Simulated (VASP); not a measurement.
# SbS (F-43m) in VASP: single point with PBE

Aim: the single point of SbS with PBE.

Everything below comes from runs of VASP 6.6.1. Logs are shortened: lines on timing, memory, paths and dates and some standing lists are left out, and cuts for length are marked.

## Step 1: The cell of the first run

Symmetry: F-43m, No. 216, cubic system. Conventional cell: a = 6.017 Å, b = 6.017 Å, c = 6.017 Å, α = 90.00°, β = 90.00°, γ = 90.00°. Sb (site symmetry -43m) has 4 S at 2.61 Å within 3.4 Å. Within 3.4 Å of S (site symmetry -43m) lie 4 Sb at 2.61 Å.

## Step 2: Single point, PBE

Input file INCAR:

```
ALGO = Normal ; EDIFF = 1E-6
ENCUT = 500 ; GGA = PE
GGA_COMPAT = F ; ISIF = 2
ISMEAR = 1 ; LASPH = T
LCHARG = T ; LELF = T
LREAL = F ; LVHAR = T
LWAVE = F ; NBANDS = 12
NELM = 120 ; PREC = Accurate
SIGMA = 0.0163
```

Input file KPOINTS:

```
k-points
0
Gamma
  7 7 7
```

Input file POSCAR:

```
SbS
1.0
    0.0000000000      3.0087430000      3.0087430000
    3.0087430000      0.0000000000      3.0087430000
    3.0087430000      3.0087430000      0.0000000000
Sb S
1 1
Direct
    0.0000000000      0.0000000000      0.0000000000
    0.2500000000      0.2500000000      0.2500000000
```

Potentials or basis: VASP PAW PBE potentials, release 64 (Sb, S).

Run with:

```sh
> cat potpaw_PBE.64/Sb/POTCAR potpaw_PBE.64/S/POTCAR > POTCAR
> mpirun -np 1 vasp_std > vasp.out
```

OUTCAR:

```text
EDIFF = 1E-6
   ENCUT = 500
   GGA = PE
   ISIF = 2
   ISMEAR = 1
   LASPH = T
   LREAL = F
   NELM = 120
   PREC = Accurate

 ion  position               nearest neighbor table
   1  0.000  0.000  0.000-   2 2.61   2 2.61   2 2.61   2 2.61
   2  0.250  0.250  0.250-   1 2.61   1 2.61   1 2.61   1 2.61

  LATTYP: Found a face centered cubic cell.
 ALAT       =     6.0174860000

  Lattice vectors:

 A1 = (   0.0000000000,   3.0087430000,   3.0087430000)
 A2 = (   3.0087430000,   0.0000000000,   3.0087430000)
 A3 = (   3.0087430000,   3.0087430000,   0.0000000000)

Analysis of symmetry for initial positions (statically):
=====================================================================
 Subroutine PRICEL returns:
 Original cell was already a primitive cell.

 Routine SETGRP: Setting up the symmetry group for a
 face centered cubic supercell.

 Subroutine GETGRP returns: Found 24 space group operations
 (whereof 24 operations were pure point group operations)
 out of a pool of 48 trial point group operations.

The static configuration has the point symmetry T_d .

Analysis of symmetry for dynamics (positions and initial velocities):
=====================================================================
 Subroutine PRICEL returns:
 Original cell was already a primitive cell.

 Routine SETGRP: Setting up the symmetry group for a
 face centered cubic supercell.

 Subroutine GETGRP returns: Found 24 space group operations
 (whereof 24 operations were pure point group operations)
 out of a pool of 48 trial point group operations.

The dynamic configuration has the point symmetry T_d .

 Subroutine INISYM returns: Found 24 space group operations
 (whereof 24 operations are pure point group operations),
 and found     1 'primitive' translations

----------------------------------------------------------------------------------------

                                     Primitive cell

  volume of cell :      54.4735

  direct lattice vectors                    reciprocal lattice vectors
     0.000000000  3.008743000  3.008743000    -0.166182356  0.166182356  0.166182356
     3.008743000  0.000000000  3.008743000     0.166182356 -0.166182356  0.166182356
     3.008743000  3.008743000  0.000000000     0.166182356  0.166182356 -0.166182356

  length of vectors
     4.255005156  4.255005156  4.255005156     0.287836284  0.287836284  0.287836284

  position of ions in fractional coordinates (direct lattice)
     0.000000000  0.000000000  0.000000000
     0.250000000  0.250000000  0.250000000

  ion indices of the primitive-cell ions
   primitive index   ion index
                 1           1
                 2           2

----------------------------------------------------------------------------------------

 KPOINTS: k-points

Automatic generation of k-mesh.
 Grid dimensions read from file:
 generate k-points for:    7    7    7

 Generating k-lattice:

  Cartesian coordinates                     Fractional coordinates (reciprocal lattice)
    -0.023740337  0.023740337  0.023740337     0.142857143  0.000000000  0.000000000
     0.023740337 -0.023740337  0.023740337     0.000000000  0.142857143  0.000000000
     0.023740337  0.023740337 -0.023740337     0.000000000  0.000000000  0.142857143

  Length of vectors
     0.041119469  0.041119469  0.041119469

  Shift w.r.t. Gamma in fractional coordinates (k-lattice)
     0.000000000  0.000000000  0.000000000

 Subroutine IBZKPT returns following result:
 ===========================================

 Found     20 irreducible k-points:

 Following reciprocal coordinates:
            Coordinates               Weight
  0.000000  0.000000  0.000000      1.000000
  0.142857  0.000000  0.000000      8.000000
  0.285714  0.000000  0.000000      8.000000
  0.428571  0.000000  0.000000      8.000000
  0.142857  0.142857  0.000000      6.000000
  0.285714  0.142857  0.000000     24.000000
[... 12 lines left out ...]
 -0.428571  0.428571  0.142857     24.000000
 -0.285714  0.428571  0.142857     24.000000
   k-points           NKPTS =     20   k-points in BZ     NKDIM =     20   number of bands    NBANDS=     12
   number of dos      NEDOS =    301   number of ions     NIONS =      2
   total plane-waves  NPLWV =  32768
   dimension x,y,z NGX =    32 NGY =   32 NGZ =   32
   dimension x,y,z NGXF=    64 NGYF=   64 NGZF=   64
   ions per type =               1   1
   NGX,Y,Z   is equivalent  to a cutoff of  12.50, 12.50, 12.50 a.u.
   NGXF,Y,Z  is equivalent  to a cutoff of  25.01, 25.01, 25.01 a.u.
 SYSTEM =  unknown system
   PREC   = accura    normal or accurate (medium, high low for compatibility)
   ISTART =      0    job   : 0-new  1-cont  2-samecut
   ICHARG =      2    charge: 1-file 2-atom 10-const
   ISPIN  =      1    spin polarized calculation?
   LNONCOLLINEAR =      F non collinear calculations
   LSORBIT =      F    spin-orbit coupling
   LASPH  =      T    aspherical Exc in radial PAW
   ENCUT  =  500.0 eV  36.75 Ry    6.06 a.u.   7.76  7.76  7.76*2*pi/ulx,y,z
   NELM   =    120;   NELMIN=  2; NELMDL= -5     # of ELM steps
   EDIFF  = 0.1E-05   stopping-criterion for ELM
   LREAL  =      F    real-space projection
   EDIFFG = 0.1E-04   stopping-criterion for IOM
   NSW    =      0    number of steps for IOM
   IBRION =     -1    ionic relax: 0-MD 1-quasi-New 2-CG
   NFREE  =      0    steps in history (QN), initial steepest desc. (CG)
   ISIF   =      2    stress and relaxation
   ISYM   =      2    0-nonsym 1-usesym 2-fastsym
   POTIM  = 0.5000    time-step for ionic-motion
   TEBEG  =    0.0;   TEEND  =   0.0 temperature during run
   PSTRESS=    0.0 pullay stress
   NELECT =      11.0000    total number of electrons
   NUPDOWN=      -1.0000    fix difference up-down
   EMIN   =  10.00;   EMAX   =-10.00  energy-range for DOS
   EFERMI =   0.00;   METHOD = LEGACY
   ISMEAR =     1;   SIGMA  =   0.02  broadening in eV -4-tet -1-fermi 0-gaus
   EFERMI_NEDOS =   21; number of points for ismear=-14 and -15
   IALGO  =     38    algorithm
   IMIX   =      4    mixing-type and parameters
     AMIX     =   0.40;   BMIX     =  1.00
     AMIX_MAG =   1.60;   BMIX_MAG =  1.00
  volume/ion in A,a.u.               =      27.24       183.80
  Fermi-wavevector in a.u.,A,eV,Ry     =   0.960456  1.814998 12.551034  0.922475
  Thomas-Fermi vector in A             =   2.089741
   LORBIT       =      0    0 simple, 1 ext, 2 COOP (PROOUT), +10 PAW based schemes
   GGA     = PE    functional components
   LHFCALC =     F    Hartree Fock is set to
   AEXX    =    0.0000 exact exchange contribution
   IVDW    =     0    specifies the selected vdW correction
   LEPSILON=     F    determine dielectric tensor
   LRPA    =     F    only Hartree local field effects (RPA)
 non-spin polarized calculation
 Methfessel and Paxton  Order N= 1 SIGMA  =   0.02
  energy-cutoff  :      500.00
  volume of cell :       54.47
 maximum number of plane-waves:      1411
   NGX = 15   NGY = 15   NGZ = 15

 number of electron      11.0000001 magnetization

 Free energy of the ion-electron system (eV)
  ---------------------------------------------------
  ext. energy  EPLUGINS =         0.00000000
  ---------------------------------------------------
  free energy    TOTEN  =        -7.34123230 eV

  energy without entropy =       -7.34101404  energy(sigma->0) =       -7.34115955

 E-fermi :   6.5101     XC(G=0):  -9.0672

 val. band max:        6.4774839678   @ k =   0.1429   0.0000   0.0000
 cond. band min:       6.5148092438   @ k =  -0.4286   0.2857   0.0000
 fundamental gap:      0.0373252760
 Fermi energy:         6.5100793708

 k-point     1 :       0.0000    0.0000    0.0000
  band No.  band energies     occupation
      1      -9.3999      2.00000
      2      -0.3745      2.00000
      3       2.1021      2.00000
      4       2.1021      2.00000
      5       2.1021      2.00000
      6       6.2029      2.00000
      7       6.2029      2.00000
      8       6.2029      2.00000
      9      10.8438      0.00000
     10      12.8791      0.00000
     11      12.8791      0.00000
     12      14.7403      0.00000

 k-point     2 :       0.1429    0.0000    0.0000
  band No.  band energies     occupation
      1      -9.2486      2.00000
      2      -1.2504      2.00000
      3       1.9374      2.00000
      4       1.9374      2.00000
      5       2.5143      2.00000
      6       6.3539      2.00000
      7       6.4775      2.01600
      8       6.4775      2.01600
      9      11.6740      0.00000
     10      12.3318      0.00000
     11      12.3318      0.00000
     12      14.2095      0.00000

 k-point     3 :       0.2857    0.0000    0.0000
  band No.  band energies     occupation
      1      -8.8512      2.00000
      2      -2.6763      2.00000
      3       1.6285      2.00000
      4       1.6285      2.00000
      5       2.6466      2.00000
      6       6.9460      0.00000
      7       6.9460      0.00000
      8       7.3450      0.00000
      9      12.2537      0.00000
     10      12.2537      0.00000
     11      12.2653      0.00000
     12      14.8343      0.00000
[... 226 lines left out ...]
 k-point    19 :      -0.4286    0.4286    0.1429
  band No.  band energies     occupation
      1      -8.0011      2.00000
      2      -4.1897      2.00000
      3       0.1861      2.00000
      4       0.4319      2.00000
      5       4.8127      2.00000
      6       5.5163      2.00000
      7       8.4183      0.00000
      8       9.5997      0.00000
      9      11.0581      0.00000
     10      13.3611      0.00000
     11      14.6904      0.00000
     12      15.4453      0.00000

 k-point    20 :      -0.2857    0.4286    0.1429
  band No.  band energies     occupation
      1      -7.9462      2.00000
      2      -4.2582      2.00000
      3      -0.1064      2.00000
      4       0.4853      2.00000
      5       4.9382      2.00000
      6       6.6816     -0.00000
      7       7.6110      0.00000
      8       9.3049      0.00000
      9      10.7355      0.00000
     10      13.2835      0.00000
     11      14.3493      0.00000
     12      15.8331      0.00000

------------------------ aborting loop because EDIFF is reached ----------------------------------------

  FORCE on cell =-STRESS in cart. coord.  units (eV):
  Direction    XX          YY          ZZ          XY          YZ          ZX
  --------------------------------------------------------------------------------------
  -------------------------------------------------------------------------------------
  Total        3.4772836      3.4772836      3.4772836      0.0000000      0.0000000      0.0000000
  in kB      102.2740431    102.2740431    102.2740431      0.0000000      0.0000000      0.0000000
  external PRESSURE =     102.2740431 kB  Pullay stress =       0.0000000 kB

 VOLUME and BASIS-vectors are now :
 -----------------------------------------------------------------------------
  energy-cutoff  :      500.00
  volume of cell :       54.47
      direct lattice vectors                 reciprocal lattice vectors
     0.000000000  3.008743000  3.008743000    -0.166182356  0.166182356  0.166182356
     3.008743000  0.000000000  3.008743000     0.166182356 -0.166182356  0.166182356
     3.008743000  3.008743000  0.000000000     0.166182356  0.166182356 -0.166182356

 POSITION                                       TOTAL-FORCE (eV/Angst)
 -----------------------------------------------------------------------------------
      0.00000      0.00000      0.00000         0.000000      0.000000      0.000000
      1.50437      1.50437      1.50437        -0.000000     -0.000000     -0.000000
 -----------------------------------------------------------------------------------
    total drift:                               -0.000000     -0.000000     -0.000000

  FREE ENERGIE OF THE ION-ELECTRON SYSTEM (eV)
  ---------------------------------------------------
  free  energy   TOTEN  =        -7.3412323023 eV

  energy  without entropy=       -7.3410140406  energy(sigma->0) =       -7.34115955
```

It took 15 s on 1 thread of Intel Xeon 8259CL, shared host; peak memory 0.18 GiB.

What came out:

```yaml
Free_energy: -7.3412 eV
Pressure: 10.2 GPa
```

Levels at points of the mesh, in eV from the Fermi level:
```tsv
k point	band 2	band 3	band 4	band 5	band 6	band 7	band 8	band 9	band 10	band 11
(0.00, 0.00, 0.00)	-6.88	-4.41	-4.41	-4.41	-0.31	-0.31	-0.31	4.33	6.37	6.37
```

Caveat: spin-orbit coupling is left out, which moves the levels of the heavy elements.
